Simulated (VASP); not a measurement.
Runs of VASP 6.6.1 on Sc. The structure is that of space group Pm-3m (No. 221), or close to it. The cells are those of the table. 

```tsv
task	cell	cutoff (eV)	gap on the mesh (eV)	pressure (GPa)
single point	a = 2.307 Å, 1 atom	520	none	(a)
relaxation of cell and atoms	relaxed to 89 GPa from a = 2.308 Å, 1 atom	600	none	89.0
relaxation of cell and atoms	relaxed to 89 GPa from a = 2.353 Å, 1 atom	600	none	89.0
single point	a = 2.308 Å, 1 atom	520	none	91.6
```

Alike in all rows: level PBE; potentials or basis VASP PAW PBE potentials, release 64 (Sc_sv); no spin polarisation; k mesh 16 × 16 × 16; smearing fermi-dirac 0.1 eV.

**Question.** Estimate the missing entries.

**Answer.** (a) 91.7.

Caveats: the cell is relaxed towards a set pressure, so the enthalpy falls and the energy may rise (some runs).

A gap of «none» marks levels without a gap at the run's occupations.
